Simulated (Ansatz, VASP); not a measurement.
BN in VASP and in Ansatz

```xyz
8
Lattice="2.5038 0.0000 0.0000 0.0000 4.3367 0.0000 0.0000 0.0000 7.0341" Properties=species:S:1:pos:R:3 pbc="T T T"
B     0.0000    1.4456    1.6589
B     1.2519    3.6139    1.8233
B     1.2519    0.7228    5.1760
B     2.5038    2.8911    5.3404
N     0.0000    1.4456    5.3088
N     1.2519    3.6139    5.2692
N     1.2519    0.7228    1.7918
N     2.5038    2.8911    1.7521
```

Alike in both runs: task single point; functional PBEsol; k mesh 10 × 6 × 4; occupations tetrahedron; no spin polarisation.

|  | VASP | Ansatz |
| --- | --- | --- |
| version | VASP 6.6.1 | Ansatz 0.2.0 |
| potentials or method | VASP PAW PBE potentials, release 64 (B, N), cutoff 600 eV | scalar-relativistic, plane waves, PAW |
| valence electrons in the cell | 32 | 32 |

```csv
,VASP,Ansatz,Ansatz less VASP
gap on the k mesh at the Fermi level (eV),3.56,3.56,+0.005
pressure (GPa),-0.6,-0.9,-0.27
"traceless stress, the component that is largest in VASP (GPa)",-0.82,-0.30,+0.522
rms of the force components (eV/Å),0.576,0.578,+0.0023
```

VASP's potentials were made for PBE, not for PBEsol, and Ansatz warns of the same on its side. Atom by atom the forces differ by 0.002 eV/Å (rms over components). Ansatz's warnings: band table not solved further, tetrahedron derivatives may miss energy slope.
